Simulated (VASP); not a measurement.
# Li3Mg3B2N6 in VASP: notebook

The runs below take Li3Mg3B2N6 through single point, with PBEsol.

Program: VASP 6.6.1. These are calculated values, not measurements. Logs are shortened: lines on timing, memory, paths and dates and some standing lists are left out, and cuts for length are marked.

## (1) The cell of the first run

The cell holds a slab with vacuum, 14 atoms: a = 3.779 Å, b = 3.779 Å, c = 20.587 Å, α = 90.00°, β = 90.00°, γ = 90.00°.

## (2) Single point, PBEsol

INCAR reads:

```
ALGO     = Fast           # electronic algorithm
DIPOL    = 0.5 0.5 0.500
EDIFF    = 1E-6           # SCF threshold, eV
ENCUT    = 520            # plane-wave cutoff, eV
GGA      = PS             # functional
IDIPOL   = 3            
ISIF     = 2              # what is computed and relaxed
ISMEAR   = 0              # smearing method
LASPH    = True           # aspherical terms in the spheres
LCHARG   = False          # write CHGCAR
LDIPOL   = True         
LREAL    = False          # projectors in reciprocal space
LWAVE    = False          # write WAVECAR
NBANDS   = 38             # bands
NELM     = 60             # most SCF steps
PREC     = Accurate       # precision mode
SIGMA    = 0.05           # smearing width, eV
```

KPOINTS reads:

```
k-points
0
Gamma
  7 7 1
```

POSCAR reads:

```
Li3Mg3B2N6
1.0
    3.7791680991      0.0000000000      0.0000000000
    0.0000000000      3.7791680991      0.0000000000
    0.0000000000      0.0000000000     20.5870566249
N Li Mg B
6 3 3 2
Direct
    0.5000000000      0.5000000000      0.2428710471
    0.0000000000      0.0000000000      0.3273328665
    0.0000000000      0.0000000000      0.4577690903
    0.5000000000      0.5000000000      0.5422309097
    0.5000000000      0.5000000000      0.6726671335
    0.0000000000      0.0000000000      0.7571289529
    0.0000000000      0.5000000000      0.2851019568
    0.5000000000      0.0000000000      0.5000000000
    0.0000000000      0.5000000000      0.7148980432
    0.5000000000      0.0000000000      0.2851019568
    0.0000000000      0.5000000000      0.5000000000
    0.5000000000      0.0000000000      0.7148980432
    0.0000000000      0.0000000000      0.3925509784
    0.5000000000      0.5000000000      0.6074490216
```

Potentials or basis: VASP PAW PBE potentials, release 64 (N, Li_sv, Mg, B).

Started as:

```
cat potpaw_PBE.64/N/POTCAR potpaw_PBE.64/Li_sv/POTCAR potpaw_PBE.64/Mg/POTCAR potpaw_PBE.64/B/POTCAR > POTCAR
mpirun -np 1 vasp_std > vasp.out
```

OUTCAR:

```text
EDIFF = 1E-6
   ENCUT = 520
   GGA = PS
   ISIF = 2
   ISMEAR = 0
   LASPH = True
   LREAL = False
   NELM = 60
   PREC = Accurate

 ion  position               nearest neighbor table
   1  0.500  0.500  0.243-   7 2.08  10 2.08  10 2.08   7 2.08
   2  0.000  0.000  0.327-  13 1.34  10 2.08   7 2.08   7 2.08  10 2.08
   3  0.000  0.000  0.458-  13 1.34  11 2.08   8 2.08  11 2.08   8 2.08
   4  0.500  0.500  0.542-  14 1.34  11 2.08   8 2.08   8 2.08  11 2.08
   5  0.500  0.500  0.673-  14 1.34  12 2.08   9 2.08  12 2.08   9 2.08
   6  0.000  0.000  0.757-   9 2.08  12 2.08   9 2.08  12 2.08
   7  0.000  0.500  0.285-   1 2.08   1 2.08   2 2.08   2 2.08  10 2.67  10 2.67  10 2.67  10 2.67

   8  0.500  0.000  0.500-   3 2.08   4 2.08   4 2.08   3 2.08  11 2.67  11 2.67  11 2.67  11 2.67

   9  0.000  0.500  0.715-   6 2.08   6 2.08   5 2.08   5 2.08  12 2.67  12 2.67  12 2.67  12 2.67

  10  0.500  0.000  0.285-   1 2.08   1 2.08   2 2.08   2 2.08   7 2.67   7 2.67   7 2.67   7 2.67
                            13 2.91  13 2.91
  11  0.000  0.500  0.500-   3 2.08   4 2.08   3 2.08   4 2.08   8 2.67   8 2.67   8 2.67   8 2.67
                            13 2.91  14 2.91  14 2.91  13 2.91
  12  0.500  0.000  0.715-   6 2.08   6 2.08   5 2.08   5 2.08   9 2.67   9 2.67   9 2.67   9 2.67
                            14 2.91  14 2.91
  13  0.000  0.000  0.393-   3 1.34   2 1.34  11 2.91  11 2.91  10 2.91  10 2.91
  14  0.500  0.500  0.607-   4 1.34   5 1.34  11 2.91  11 2.91  12 2.91  12 2.91

  LATTYP: Found a simple tetragonal cell.
 ALAT       =     3.7791680991
 C/A-ratio  =     5.4475101623

  Lattice vectors:

 A1 = (   3.7791680991,   0.0000000000,   0.0000000000)
 A2 = (   0.0000000000,   3.7791680991,   0.0000000000)
 A3 = (   0.0000000000,   0.0000000000,  20.5870566249)

Analysis of symmetry for initial positions (statically):
=====================================================================
 Subroutine PRICEL returns:
 Original cell was already a primitive cell.

 Routine SETGRP: Setting up the symmetry group for a
 simple tetragonal supercell.

 Subroutine GETGRP returns: Found  8 space group operations
 (whereof  4 operations were pure point group operations)
 out of a pool of 16 trial point group operations.

The static configuration has the point symmetry C_2v.
 The point group associated with its full space group is D_2d.

Analysis of symmetry for dynamics (positions and initial velocities):
=====================================================================
 Subroutine PRICEL returns:
 Original cell was already a primitive cell.

 Routine SETGRP: Setting up the symmetry group for a
 simple tetragonal supercell.

 Subroutine GETGRP returns: Found  8 space group operations
 (whereof  4 operations were pure point group operations)
 out of a pool of 16 trial point group operations.

The dynamic configuration has the point symmetry C_2v.
 The point group associated with its full space group is D_2d.

 Subroutine INISYM returns: Found  8 space group operations
 (whereof  4 operations are pure point group operations),
 and found     1 'primitive' translations

----------------------------------------------------------------------------------------

                                     Primitive cell

  volume of cell :     294.0266

  direct lattice vectors                    reciprocal lattice vectors
     3.779168099  0.000000000  0.000000000     0.264608499  0.000000000  0.000000000
     0.000000000  3.779168099  0.000000000     0.000000000  0.264608499  0.000000000
     0.000000000  0.000000000 20.587056625     0.000000000  0.000000000  0.048574209

  length of vectors
     3.779168099  3.779168099 20.587056625     0.264608499  0.264608499  0.048574209

  position of ions in fractional coordinates (direct lattice)
     0.500000000  0.500000000  0.242871047
     0.000000000  0.000000000  0.327332867
     0.000000000  0.000000000  0.457769090
     0.500000000  0.500000000  0.542230910
     0.500000000  0.500000000  0.672667133
     0.000000000  0.000000000  0.757128953
     0.000000000  0.500000000  0.285101957
     0.500000000  0.000000000  0.500000000
     0.000000000  0.500000000  0.714898043
     0.500000000  0.000000000  0.285101957
     0.000000000  0.500000000  0.500000000
     0.500000000  0.000000000  0.714898043
     0.000000000  0.000000000  0.392550978
     0.500000000  0.500000000  0.607449022

  ion indices of the primitive-cell ions
   primitive index   ion index
                 1           1
                 2           2
                 3           3
                 4           4
                 5           5
                 6           6
                 7           7
                 8           8
                 9           9
                10          10
                11          11
                12          12
                13          13
                14          14

----------------------------------------------------------------------------------------

 KPOINTS: k-points

Automatic generation of k-mesh.
 Grid dimensions read from file:
 generate k-points for:    7    7    1

 Generating k-lattice:

  Cartesian coordinates                     Fractional coordinates (reciprocal lattice)
     0.037801214  0.000000000  0.000000000     0.142857143  0.000000000  0.000000000
     0.000000000  0.037801214  0.000000000     0.000000000  0.142857143  0.000000000
     0.000000000  0.000000000  0.048574209     0.000000000  0.000000000  1.000000000

  Length of vectors
     0.037801214  0.037801214  0.048574209

  Shift w.r.t. Gamma in fractional coordinates (k-lattice)
     0.000000000  0.000000000  0.000000000

 Subroutine IBZKPT returns following result:
 ===========================================

 Found     10 irreducible k-points:

 Following reciprocal coordinates:
            Coordinates               Weight
  0.000000  0.000000  0.000000      1.000000
  0.142857  0.000000  0.000000      4.000000
  0.285714  0.000000  0.000000      4.000000
  0.428571  0.000000  0.000000      4.000000
  0.142857  0.142857  0.000000      4.000000
  0.285714  0.142857  0.000000      8.000000
  0.428571  0.142857  0.000000      8.000000
  0.285714  0.285714  0.000000      4.000000
  0.428571  0.285714  0.000000      8.000000
  0.428571  0.428571  0.000000      4.000000
   k-points           NKPTS =     10   k-points in BZ     NKDIM =     10   number of bands    NBANDS=     38
   number of dos      NEDOS =    301   number of ions     NIONS =     14
   total plane-waves  NPLWV = 125440
   dimension x,y,z NGX =    28 NGY =   28 NGZ =  160
   dimension x,y,z NGXF=    56 NGYF=   56 NGZF=  320
   ions per type =               6   3   3   2
   NGX,Y,Z   is equivalent  to a cutoff of  12.32, 12.32, 12.92 a.u.
   NGXF,Y,Z  is equivalent  to a cutoff of  24.63, 24.63, 25.84 a.u.
 SYSTEM =  unknown system
   PREC   = accura    normal or accurate (medium, high low for compatibility)
   ISTART =      0    job   : 0-new  1-cont  2-samecut
   ICHARG =      2    charge: 1-file 2-atom 10-const
   ISPIN  =      1    spin polarized calculation?
   LNONCOLLINEAR =      F non collinear calculations
   LSORBIT =      F    spin-orbit coupling
   LASPH  =      T    aspherical Exc in radial PAW
   ENCUT  =  520.0 eV  38.22 Ry    6.18 a.u.   7.03  7.03 38.28*2*pi/ulx,y,z
   NELM   =     60;   NELMIN=  2; NELMDL= -5     # of ELM steps
   EDIFF  = 0.1E-05   stopping-criterion for ELM
   LREAL  =      F    real-space projection
   EDIFFG = 0.1E-04   stopping-criterion for IOM
   NSW    =      0    number of steps for IOM
   IBRION =     -1    ionic relax: 0-MD 1-quasi-New 2-CG
   NFREE  =      0    steps in history (QN), initial steepest desc. (CG)
   ISIF   =      2    stress and relaxation
   ISYM   =      2    0-nonsym 1-usesym 2-fastsym
   POTIM  = 0.5000    time-step for ionic-motion
   TEBEG  =    0.0;   TEEND  =   0.0 temperature during run
   PSTRESS=    0.0 pullay stress
   NELECT =      51.0000    total number of electrons
   NUPDOWN=      -1.0000    fix difference up-down
   EMIN   =  10.00;   EMAX   =-10.00  energy-range for DOS
   EFERMI =   0.00;   METHOD = LEGACY
   ISMEAR =     0;   SIGMA  =   0.05  broadening in eV -4-tet -1-fermi 0-gaus
   EFERMI_NEDOS =   21; number of points for ismear=-14 and -15
   IALGO  =     68    algorithm
   IMIX   =      4    mixing-type and parameters
     AMIX     =   0.40;   BMIX     =  1.00
     AMIX_MAG =   1.60;   BMIX_MAG =  1.00
  volume/ion in A,a.u.               =      21.00       141.73
  Fermi-wavevector in a.u.,A,eV,Ry     =   0.912997  1.725314 11.341319  0.833563
  Thomas-Fermi vector in A             =   2.037458
   LORBIT       =      0    0 simple, 1 ext, 2 COOP (PROOUT), +10 PAW based schemes
   GGA     = PS    functional components
   LHFCALC =     F    Hartree Fock is set to
   AEXX    =    0.0000 exact exchange contribution
   IVDW    =     0    specifies the selected vdW correction
   LEPSILON=     F    determine dielectric tensor
   LRPA    =     F    only Hartree local field effects (RPA)
 non-spin polarized calculation
 RMM-DIIS sequential band-by-band and
 Gauss-broadening in eV      SIGMA  =   0.05
  energy-cutoff  :      520.00
  volume of cell :      294.03
 maximum number of plane-waves:      7948
   NGX = 15   NGY = 15   NGZ = 77

 dipolmoment           0.000000      0.000000      0.000000 electrons x Angstroem

 number of electron      50.9999996 magnetization

 dipolmoment           0.000000      0.000000     -0.000000 electrons x Angstroem

 Free energy of the ion-electron system (eV)
  ---------------------------------------------------
  ext. energy  EPLUGINS =         0.00000000
  ---------------------------------------------------
  free energy    TOTEN  =       -81.08936595 eV

  energy without entropy =      -81.06454146  energy(sigma->0) =      -81.07695371

 E-fermi :  -2.0342     XC(G=0):  -5.9148

 val. band max:       -2.0356105845   @ k =   0.0000   0.0000   0.0000
 cond. band min:      -2.0310843466   @ k =   0.4286   0.0000   0.0000
 fundamental gap:      0.0045262379
 Fermi energy:        -2.0341745808

 k-point     1 :       0.0000    0.0000    0.0000
  band No.  band energies     occupation
      1     -45.5522      2.00000
      2     -44.8899      2.00000
      3     -44.8898      2.00000
      4     -17.0083      2.00000
      5     -16.7565      2.00000
      6     -16.3655      2.00000
[... 29 lines left out ...]
     36       4.9275      0.00000
     37       4.9276      0.00000
[... 328 lines left out ...]
      6     -16.1318      2.00000
[... 29 lines left out ...]
     36       5.3070      0.00000
     37       5.4249      0.00000
 [bands above 37 left out]

------------------------ aborting loop because EDIFF is reached ----------------------------------------

 vacuum level on the upper side and lower side of the slab       (xc-potential included)        -0.194        -0.194

  FORCE on cell =-STRESS in cart. coord.  units (eV):
  Direction    XX          YY          ZZ          XY          YZ          ZX
  --------------------------------------------------------------------------------------
  -------------------------------------------------------------------------------------
  Total        0.5643983      0.5643983     -1.5500223      0.0000000      0.0000000      0.0000000
  in kB        3.0754568      3.0754568     -8.4462097      0.0000000      0.0000000      0.0000000
  external PRESSURE =      -0.7650987 kB  Pullay stress =       0.0000000 kB

 VOLUME and BASIS-vectors are now :
 -----------------------------------------------------------------------------
  energy-cutoff  :      520.00
  volume of cell :      294.03
      direct lattice vectors                 reciprocal lattice vectors
     3.779168099  0.000000000  0.000000000     0.264608499  0.000000000  0.000000000
     0.000000000  3.779168099  0.000000000     0.000000000  0.264608499  0.000000000
     0.000000000  0.000000000 20.587056625     0.000000000  0.000000000  0.048574209

 POSITION                                       TOTAL-FORCE (eV/Angst)
 -----------------------------------------------------------------------------------
      1.88958      1.88958      5.00000         0.000000      0.000000      1.332288
      0.00000      0.00000      6.73882         0.000000      0.000000      0.205588
      0.00000      0.00000      9.42412         0.000000      0.000000      0.056514
      1.88958      1.88958     11.16294         0.000000      0.000000     -0.056514
      1.88958      1.88958     13.84824         0.000000      0.000000     -0.205588
      0.00000      0.00000     15.58706         0.000000      0.000000     -1.332288
      0.00000      1.88958      5.86941         0.000000      0.000000     -0.485205
      1.88958      0.00000     10.29353         0.000000      0.000000     -0.000000
      0.00000      1.88958     14.71765         0.000000      0.000000      0.485205
      1.88958      0.00000      5.86941         0.000000      0.000000     -1.178679
      0.00000      1.88958     10.29353         0.000000      0.000000     -0.000000
      1.88958      0.00000     14.71765         0.000000      0.000000      1.178679
      0.00000      0.00000      8.08147         0.000000      0.000000      0.105579
      1.88958      1.88958     12.50559         0.000000      0.000000     -0.105579
 -----------------------------------------------------------------------------------
    total drift:                                0.000000      0.000000     -0.000000

  FREE ENERGIE OF THE ION-ELECTRON SYSTEM (eV)
  ---------------------------------------------------
  free  energy   TOTEN  =       -81.0893659541 eV

  energy  without entropy=      -81.0645414561  energy(sigma->0) =      -81.07695371

 vacuum level on the upper side and lower side of the slab         4.716         4.716
```

Wall time 9.6 min (1 thread of Oxide Virtual Turin-like, shared host); peak memory 0.38 GiB.

Results:

```yaml
Free_energy: -81.0894 eV
Largest_force: 1.332 eV/Å
Band_gap_on_the_k_mesh: zero (an odd number of electrons rules out a gap without spin polarisation)
```

Forces on the atoms (eV/Å):
```
N    0.000  0.000  1.332
N    0.000  0.000  0.206
N    0.000  0.000  0.057
N    0.000  0.000 -0.057
N    0.000  0.000 -0.206
N    0.000  0.000 -1.332
Li   0.000  0.000 -0.485
Li   0.000  0.000  0.000
Li   0.000  0.000  0.485
Mg   0.000  0.000 -1.179
Mg   0.000  0.000  0.000
Mg   0.000  0.000  1.179
B    0.000  0.000  0.106
B    0.000  0.000 -0.106
```

Levels at points of the mesh, in eV from the Fermi level:
| k point | band 23 | band 24 | band 25 | band 26 | band 27 | band 28 |
| --- | --- | --- | --- | --- | --- | --- |
| (0.00, 0.00, 0.00) | -0.45 | 0.00 | 0.00 | 0.09 | 0.09 | 2.28 |

Caveat: the cutoff is under 1.25 times the usual one of these potentials, so pressure, stress and relaxed cells hold a basis-set (Pulay) error; the PAW data sets were made with another functional, which shifts forces and pressure a little; an odd number of electrons without spin polarisation forces a metal; a magnetic or distorted state may lie lower.

[end of part 1 of 3]
